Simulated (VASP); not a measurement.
# Sb (R-3m) in VASP: a series of runs, part 2 of 2

VASP 6.6.1. Earlier steps stand in the parts before.

## Step 4: Relaxation of cell and atoms, PBEsol, target pressure 6.5 GPa, at which the enthalpy is minimised

This run uses another cell than the first one, of 30.21 Å³/atom.

Input file INCAR:

```
PREC = Accurate
ENCUT = 600
EDIFF = 1E-7
ISMEAR = 0
SIGMA = 0.1
LREAL = False
LASPH = True
NELM = 100
ALGO = Normal
ISIF = 3
LWAVE = False
LCHARG = False
GGA = PS
IBRION = 2
NSW = 80
EDIFFG = -0.05
PSTRESS = 65.0
```

Input file KPOINTS:

```
Automatic mesh
0
Gamma
  6 6 6
```

Input file POSCAR:

```
Sb
1.0
    2.1542000000      1.2437279499      3.7580000000
   -2.1542000000      1.2437279499      3.7580000000
    0.0000000000     -2.4874558998      3.7580000000
Sb
2
Direct
    0.2334900000      0.2334900000      0.2334900000
    0.7665100000      0.7665100000      0.7665100000
```

Potentials or basis: VASP PAW PBE potentials, release 64 (Sb).

The run is started by

```sh
$ cat potpaw_PBE.64/Sb/POTCAR > POTCAR
$ mpirun -np 1 vasp_std > vasp.out
```

OUTCAR:

```text
PREC = Accurate
   ENCUT = 600
   EDIFF = 1E-7
   ISMEAR = 0
   LREAL = False
   LASPH = True
   NELM = 100
   ISIF = 3
   GGA = PS
   IBRION = 2
   NSW = 80
   EDIFFG = -0.05
   PSTRESS = 65.0

 ion  position               nearest neighbor table
   1  0.233  0.233  0.233-   2 2.91   2 2.91   2 2.91   2 3.35   2 3.35   2 3.35
   2  0.767  0.767  0.767-   1 2.91   1 2.91   1 2.91   1 3.35   1 3.35   1 3.35

  LATTYP: Found a trigonal (rhomboedric) cell.
 ALAT       =     4.5066618304
 COS(alpha) =     0.5430253624

  Lattice vectors:

 A1 = (   2.1542000000,   1.2437279499,   3.7580000000)
 A2 = (  -2.1542000000,   1.2437279499,   3.7580000000)
 A3 = (   0.0000000000,  -2.4874558998,   3.7580000000)

Analysis of symmetry for initial positions (statically):
=====================================================================
 Subroutine PRICEL returns:
 Original cell was already a primitive cell.

 Routine SETGRP: Setting up the symmetry group for a
 trigonal (rhombohedral) supercell.

 Subroutine GETGRP returns: Found 12 space group operations
 (whereof 12 operations were pure point group operations)
 out of a pool of 12 trial point group operations.

The static configuration has the point symmetry D_3d.

Analysis of symmetry for dynamics (positions and initial velocities):
=====================================================================
 Subroutine PRICEL returns:
 Original cell was already a primitive cell.

 Routine SETGRP: Setting up the symmetry group for a
 trigonal (rhombohedral) supercell.

 Subroutine GETGRP returns: Found 12 space group operations
 (whereof 12 operations were pure point group operations)
 out of a pool of 12 trial point group operations.

The dynamic configuration has the point symmetry D_3d.

 Subroutine INISYM returns: Found 12 space group operations
 (whereof 12 operations are pure point group operations),
 and found     1 'primitive' translations

----------------------------------------------------------------------------------------

                                     Primitive cell

  volume of cell :      60.4115

  direct lattice vectors                    reciprocal lattice vectors
     2.154200000  1.243727950  3.758000000     0.232104726  0.134005726  0.088699663
    -2.154200000  1.243727950  3.758000000    -0.232104726  0.134005726  0.088699663
     0.000000000 -2.487455900  3.758000000     0.000000000 -0.268011452  0.088699663

  length of vectors
     4.506661830  4.506661830  4.506661830     0.282307932  0.282307932  0.282307932

  position of ions in fractional coordinates (direct lattice)
     0.233490000  0.233490000  0.233490000
     0.766510000  0.766510000  0.766510000

  ion indices of the primitive-cell ions
   primitive index   ion index
                 1           1
                 2           2

----------------------------------------------------------------------------------------

 KPOINTS: Automatic mesh

Automatic generation of k-mesh.
 Grid dimensions read from file:
 generate k-points for:    6    6    6

 Generating k-lattice:

  Cartesian coordinates                     Fractional coordinates (reciprocal lattice)
     0.038684121  0.022334288  0.014783277     0.166666667  0.000000000  0.000000000
    -0.038684121  0.022334288  0.014783277     0.000000000  0.166666667  0.000000000
     0.000000000 -0.044668575  0.014783277     0.000000000  0.000000000  0.166666667

  Length of vectors
     0.047051322  0.047051322  0.047051322

  Shift w.r.t. Gamma in fractional coordinates (k-lattice)
     0.000000000  0.000000000  0.000000000

 Subroutine IBZKPT returns following result:
 ===========================================

 Found     32 irreducible k-points:

 Following reciprocal coordinates:
            Coordinates               Weight
  0.000000  0.000000  0.000000      1.000000
  0.166667 -0.000000 -0.000000      6.000000
  0.333333 -0.000000 -0.000000      6.000000
  0.500000 -0.000000  0.000000      3.000000
  0.166667  0.166667 -0.000000      6.000000
  0.333333  0.166667  0.000000     12.000000
[... 16 lines left out ...]
  0.500000  0.500000  0.166667      6.000000
 -0.333333  0.500000  0.166667     12.000000
 [... further k-points ...]
   k-points           NKPTS =     32   k-points in BZ     NKDIM =     32   number of bands    NBANDS=      9
   number of dos      NEDOS =    301   number of ions     NIONS =      2
   total plane-waves  NPLWV =  46656
   dimension x,y,z NGX =    36 NGY =   36 NGZ =   36
   dimension x,y,z NGXF=    72 NGYF=   72 NGZF=   72
   ions per type =               2
   NGX,Y,Z   is equivalent  to a cutoff of  13.28, 13.28, 13.28 a.u.
   NGXF,Y,Z  is equivalent  to a cutoff of  26.56, 26.56, 26.56 a.u.
 SYSTEM =  unknown system
   PREC   = accura    normal or accurate (medium, high low for compatibility)
   ISTART =      0    job   : 0-new  1-cont  2-samecut
   ICHARG =      2    charge: 1-file 2-atom 10-const
   ISPIN  =      1    spin polarized calculation?
   LNONCOLLINEAR =      F non collinear calculations
   LSORBIT =      F    spin-orbit coupling
   LASPH  =      T    aspherical Exc in radial PAW
   ENCUT  =  600.0 eV  44.10 Ry    6.64 a.u.   9.00  9.00  9.00*2*pi/ulx,y,z
   NELM   =    100;   NELMIN=  2; NELMDL= -5     # of ELM steps
   EDIFF  = 0.1E-06   stopping-criterion for ELM
   LREAL  =      F    real-space projection
   EDIFFG = -.5E-01   stopping-criterion for IOM
   NSW    =     80    number of steps for IOM
   IBRION =      2    ionic relax: 0-MD 1-quasi-New 2-CG
   NFREE  =      1    steps in history (QN), initial steepest desc. (CG)
   ISIF   =      3    stress and relaxation
   ISYM   =      2    0-nonsym 1-usesym 2-fastsym
   POTIM  = 0.5000    time-step for ionic-motion
   TEBEG  =    0.0;   TEEND  =   0.0 temperature during run
   PSTRESS=   65.0 pullay stress
   NELECT =      10.0000    total number of electrons
   NUPDOWN=      -1.0000    fix difference up-down
   EMIN   =  10.00;   EMAX   =-10.00  energy-range for DOS
   EFERMI =   0.00;   METHOD = LEGACY
   ISMEAR =     0;   SIGMA  =   0.10  broadening in eV -4-tet -1-fermi 0-gaus
   EFERMI_NEDOS =   21; number of points for ismear=-14 and -15
   IALGO  =     38    algorithm
   IMIX   =      4    mixing-type and parameters
     AMIX     =   0.40;   BMIX     =  1.00
     AMIX_MAG =   1.60;   BMIX_MAG =  1.00
  volume/ion in A,a.u.               =      30.21       203.84
  Fermi-wavevector in a.u.,A,eV,Ry     =   0.898880  1.698637 10.993305  0.807985
  Thomas-Fermi vector in A             =   2.021644
   LORBIT       =      0    0 simple, 1 ext, 2 COOP (PROOUT), +10 PAW based schemes
   GGA     = PS    functional components
   LHFCALC =     F    Hartree Fock is set to
   AEXX    =    0.0000 exact exchange contribution
   IVDW    =     0    specifies the selected vdW correction
   LEPSILON=     F    determine dielectric tensor
   LRPA    =     F    only Hartree local field effects (RPA)
 conjugate gradient relaxation of ions
 non-spin polarized calculation
 Gauss-broadening in eV      SIGMA  =   0.10
  energy-cutoff  :      600.00
  volume of cell :       60.41
 maximum number of plane-waves:      2039
   NGX = 17   NGY = 17   NGZ = 17

--------------------------------------- Ionic step        1  -------------------------------------------

 number of electron      10.0000000 magnetization

 Free energy of the ion-electron system (eV)
  ---------------------------------------------------
  ext. energy  EPLUGINS =         0.00000000
  ---------------------------------------------------
  free energy    TOTEN  =        -9.13073560 eV

  energy without entropy =       -9.12874504  energy(sigma->0) =       -9.12974032

 E-fermi :   7.1755     XC(G=0):  -9.6651

 val. band max:        6.8940559574   @ k =   0.5000  -0.0000   0.0000
 cond. band min:       7.1861409151   @ k =   0.3333   0.1667   0.1667
 fundamental gap:      0.2920849577
 Fermi energy:         7.1754951686

 k-point     1 :       0.0000    0.0000    0.0000
  band No.  band energies     occupation
      1      -5.6004      2.00000
      2       2.3234      2.00000
      3       5.0746      2.00000
      4       5.3477      2.00000
      5       5.3477      2.00000
      6       9.1966      0.00000
      7       9.8296      0.00000
      8       9.8296      0.00000
      9      12.1970      0.00000
[... 385 lines left out ...]
  energy  without entropy=       -9.0320553386  energy(sigma->0) =       -9.03262981

  enthalpy is  TOTEN    =        -6.7892991526 eV   P V=        2.2439051324

[... ionic steps 4 to 7 ...]

--------------------------------------- Ionic step        8  -------------------------------------------

 number of electron      10.0000000 magnetization

------------------------ aborting loop because EDIFF is reached ----------------------------------------
[... 71 lines left out ...]
--------------------------------------- Ionic step       10  -------------------------------------------

 number of electron      10.0000000 magnetization

 Free energy of the ion-electron system (eV)
  ---------------------------------------------------
  ext. energy  EPLUGINS =         0.00000000
  ---------------------------------------------------
  free energy    TOTEN  =        -9.01694950 eV

  energy without entropy =       -9.01566100  energy(sigma->0) =       -9.01630525

 E-fermi :   8.5242     XC(G=0): -10.1751

 val. band max:        8.4425723296   @ k =   0.5000  -0.0000   0.0000
 cond. band min:       8.5277895374   @ k =   0.5000  -0.0000   0.0000
 fundamental gap:      0.0852172079
 Fermi energy:         8.5242042777

 k-point     1 :       0.0000    0.0000    0.0000
  band No.  band energies     occupation
      1      -4.9478      2.00000
      2       4.4644      2.00000
      3       6.3630      2.00000
      4       6.5981      2.00000
      5       6.5981      2.00000
      6      11.3497      0.00000
      7      11.6963      0.00000
      8      11.6963      0.00000
      9      13.2852      0.00000
[... 309 lines left out ...]
  energy  without entropy=       -9.0156609986  energy(sigma->0) =       -9.01630525

  enthalpy is  TOTEN    =        -6.8306964191 eV   P V=        2.1862530816

 reached required accuracy - stopping structural energy minimisation
```

CONTCAR:

```text
Sb
   1.00000000000000
     2.0973509999748479    1.2109061644378016    3.5364278534043057
    -2.0973509999748479    1.2109061644378016    3.5364278534043057
     0.0000000000000000   -2.4218123288756033    3.5364278534043057
  Sb
     2
Direct
     0.2399257794930673    0.2399257794930673    0.2399257794930673
     0.7600742205069325    0.7600742205069325    0.7600742205069325

  0.00000000E+00  0.00000000E+00  0.00000000E+00
  0.00000000E+00  0.00000000E+00  0.00000000E+00
```

Wall time 2.9 min (1 thread of Intel Xeon Platinum 8259CL at 2.50GHz (Skylake/Cascade Lake), shared host); peak memory 0.21 GiB.

Results:

```
Free energy                                                : -9.0169 eV
Relaxed volume                                             : 26.94 Å³/atom
Relaxed cell                                               : a = 4.286 Å, b = 4.286 Å, c = 4.286 Å, α = 58.59°, β = 58.59°, γ = 58.59°
Space group after relaxing (to 0.1 Å)                      : R-3m (No. 166)
Energy change on relaxing (the run minimises the enthalpy) : +56.9 meV/atom
Ionic steps                                                : 10
Pressure after relaxing                                    : 6.5 GPa
Band gap on the k mesh                                     : zero (bands 5 and 6 overlap by 0.65 eV)
```

Forces in eV/Å, atoms in the order of the input:
```
Sb   0.000  0.000 -0.003
Sb   0.000  0.000  0.003
```

Step by step:
| step | energy change (eV) | largest force (eV/Å) | pressure (GPa) | volume (Å³) |
| --- | --- | --- | --- | --- |
| 1 | 0.0000 | 0.0669 | 0.27 | 60.41 |
| 2 | 0.3995 | 1.1683 | 15.49 | 50.71 |
| 3 | 0.0975 | 0.5935 | 6.45 | 55.31 |
| 4 | 0.1015 | 0.6047 | 6.61 | 55.21 |
| 5 | 0.1041 | 0.3356 | 6.79 | 54.50 |
| 6 | 0.1469 | 0.0248 | 7.55 | 53.14 |
| 7 | 0.1348 | 0.0453 | 7.33 | 53.42 |
| 8 | 0.0864 | 0.0840 | 5.17 | 54.65 |
| 9 | 0.1133 | 0.0090 | 6.43 | 53.91 |
| 10 | 0.1138 | 0.0029 | 6.46 | 53.89 |

Final structure:
```
Sb
1.0
     2.09735    1.21091    3.53643
    -2.09735    1.21091    3.53643
     0.00000   -2.42181    3.53643
Sb
2
Direct
  0.23993 0.23993 0.23993
  0.76007 0.76007 0.76007
```

Levels at points of the mesh, in eV from the Fermi level:
| k point | band 2 | band 3 | band 4 | band 5 | band 6 | band 7 | band 8 | band 9 |
| --- | --- | --- | --- | --- | --- | --- | --- | --- |
| (0.00, 0.00, 0.00) | -4.06 | -2.16 | -1.93 | -1.93 | 2.83 | 3.17 | 3.17 | 4.76 |
| (0.50, 0.00, 0.00) | -10.23 | -1.62 | -1.50 | -0.50 | -0.08 | 0.00 | 0.27 | 8.30 |
| (0.50, 0.50, 0.00) | -7.80 | -6.27 | -4.24 | -4.12 | 1.40 | 5.70 | 5.92 | 8.19 |
| (0.50, 0.50, 0.50) | -9.85 | -1.20 | -1.20 | -0.31 | -0.31 | -0.12 | 0.92 | 7.94 |

Caveat: the cell is relaxed towards a set pressure, so the run minimises the enthalpy, not the energy; the PAW data sets were made with another functional, which shifts forces and pressure a little; spin-orbit coupling is left out, which moves the levels of the heavy elements.

## Step 5: Relaxation of cell and atoms, PBEsol, target pressure 6.5 GPa, at which the enthalpy is minimised

Edit INCAR of step 4 so:

```diff
@@ -2,4 +2,4 @@
 ENCUT = 600
-EDIFF = 1E-7
-ISMEAR = 0
+EDIFF = 1E-6
+ISMEAR = -1
 SIGMA = 0.1
@@ -15,3 +15,3 @@
 NSW = 80
-EDIFFG = -0.05
+EDIFFG = -0.002
 PSTRESS = 65.0
```

Input file KPOINTS:

```
regular mesh
0
Gamma
  12 12 12
```

Input file POSCAR:

```
Sb
1.0
    2.0935312962      1.2087008574      3.5514985729
   -2.0935312962      1.2087008574      3.5514985729
    0.0000000000     -2.4174017148      3.5514985729
Sb
2
Direct
    0.2387094459      0.2387094459      0.2387094459
    0.7612905541      0.7612905541      0.7612905541
```

The run is started by

```sh
$ cat potpaw_PBE.64/Sb/POTCAR > POTCAR
$ mpirun -np 1 vasp_std > vasp.out
```

Wall time 18 min (1 thread of Intel Xeon Platinum 8259CL at 2.50GHz (Skylake/Cascade Lake), shared host); peak memory 0.29 GiB.

Results (log left out):

```
Free energy                                                : -8.9970 eV
Relaxed volume                                             : 26.44 Å³/atom
Relaxed cell                                               : a = 4.214 Å, b = 4.214 Å, c = 4.214 Å, α = 59.98°, β = 59.98°, γ = 59.98°
Space group after relaxing (to 0.1 Å)                      : Pm-3m (No. 221)
Energy change on relaxing (the run minimises the enthalpy) : +12.2 meV/atom
Ionic steps                                                : 44
Pressure after relaxing                                    : 6.5 GPa
Band gap on the k mesh                                     : zero (bands 5 and 6 overlap by 1.00 eV)
```

The path:
```
step  energy change (eV)  largest force (eV/Å)  pressure (GPa)  volume (Å³)
   1              0.0000                0.2832            6.71        53.92
   3             -0.0285                0.0634            5.19        54.44
   5              0.0108                0.0483            6.55        53.27
   7              0.0188                0.0378            6.74        53.06
   9              0.0137                0.0096            6.26        53.16
  11              0.0198                0.0095            6.42        53.01
  13              0.0245                0.0101            6.57        52.89
  15              0.0250                0.0051            6.53        52.87
  17              0.0235                0.0031            6.46        52.91
  19              0.0222                0.0028            6.40        52.94
  21              0.0240                0.0029            6.49        52.89
  23              0.0244                0.0029            6.50        52.88
  25              0.0243                0.0029            6.50        52.89
  27              0.0239                0.0026            6.49        52.90
  29              0.0236                0.0024            6.46        52.90
  31              0.0238                0.0025            6.47        52.90
  33              0.0239                0.0025            6.48        52.90
  35              0.0243                0.0023            6.48        52.89
  37              0.0247                0.0019            6.51        52.88
  39              0.0242                0.0011            6.48        52.89
  41              0.0253                0.0005            6.52        52.86
  43              0.0250                0.0001            6.52        52.87
  44              0.0245                0.0011            6.49        52.88
```

Final structure:
```xyz
2
Lattice="2.1063 1.2161 3.4410 -2.1063 1.2161 3.4410 0.0000 -2.4322 3.4410" Properties=species:S:1:pos:R:3 pbc="T T T"
Sb    0.0000    0.0000    2.5842
Sb    0.0000    0.0000    7.7387
```

Levels at points of the mesh, in eV from the Fermi level:
```
           k point  band 2  band 3  band 4  band 5  band 6  band 7  band 8  band 9
(0.00, 0.00, 0.00)   -3.79   -1.88   -1.87   -1.87    3.55    3.55    3.55    4.63
(0.50, 0.00, 0.00)  -10.39   -0.77   -0.76   -0.73   -0.72    0.36    0.38    9.11
(0.50, 0.50, 0.00)   -7.39   -6.49   -4.12   -4.12    1.64    5.99    5.99    8.57
(0.50, 0.50, 0.50)  -10.37   -0.76   -0.76   -0.73   -0.73    0.36    0.39    9.12
```

Caveat: the cell is relaxed towards a set pressure, so the run minimises the enthalpy, not the energy; the PAW data sets were made with another functional, which shifts forces and pressure a little; spin-orbit coupling is left out, which moves the levels of the heavy elements.

## Step 6: Overview

```tsv
task	cell	k mesh	cutoff (eV)	smearing	gap on the mesh (eV)	pressure (GPa)	largest force (eV/Å)
single point	a = 4.296 Å, angles 58.3°, 2 atoms, atomic positions A	6 × 6 × 6	520	gaussian 0.1 eV	none	6.8	0.09
relaxation of cell and atoms	relaxed to 6.5 GPa from a = 4.296 Å, angles 58.3°, 2 atoms, atomic positions A	6 × 6 × 6	600	gaussian 0.1 eV	none	6.4	0.03
relaxation of cell and atoms	relaxed to 6.5 GPa from a = 4.507 Å, angles 57.1°, 2 atoms, atomic positions B	6 × 6 × 6	600	gaussian 0.1 eV	none	6.5	-
relaxation of cell and atoms	relaxed to 6.5 GPa from a = 4.296 Å, angles 58.3°, 2 atoms, atomic positions A	12 × 12 × 12	600	fermi-dirac 0.1 eV	none	6.5	-
```

Alike in all rows: level PBEsol; potentials or basis VASP PAW PBE potentials, release 64 (Sb); no spin polarisation.

Caveats: the PAW data sets were made with another functional, which shifts forces and pressure a little; spin-orbit coupling is left out, which moves the levels of the heavy elements; the cell is relaxed towards a set pressure, so the run minimises the enthalpy, not the energy (at least some runs); the cell stands under pressure (at least some runs); the relaxation stopped at a loose force limit of 0.05 eV/Å, so its end isn't a converged minimum (at least some runs).

Total energies depend on the potentials used, so only differences within one code and one set of settings carry meaning.
